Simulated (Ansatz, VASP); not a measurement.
**Two plane-wave programs on ZnO**

```
Zn O
1.0
     3.24940    0.00000    0.00000
    -1.62470    2.81406    0.00000
     0.00000    0.00000    5.20380
Zn O
2 2
Direct
  0.33333 0.66667 0.00000
  0.66667 0.33333 0.50000
  0.33333 0.66667 0.38300
  0.66667 0.33333 0.88300
```

Alike in both runs: task single point; functional PBE; k mesh 7 × 7 × 4; occupations fermi-dirac, width 0.003 eV; no spin polarisation.

|  | VASP | Ansatz |
| --- | --- | --- |
| version | VASP 6.6.1 | Ansatz 0.2.0 |
| potentials or method | VASP PAW PBE potentials, release 64 (Zn, O), cutoff 520 eV | PAW, plane waves, scalar-relativistic |
| valence electrons in the cell | 36 | 36 |

|  | VASP | Ansatz | Ansatz less VASP |
| --- | --- | --- | --- |
| pressure (GPa) | 6.0 | 4.9 | -1.06 |
| traceless stress, the component that is largest in VASP (GPa) | -0.13 | -0.08 | +0.052 |
| rms of the force components (eV/Å) | 0.036 | 0.034 | -0.0018 |

Atom by atom the forces differ by 0.002 eV/Å (rms over components). With one functional, cell and mesh, what is left measures potentials, basis and numerics.
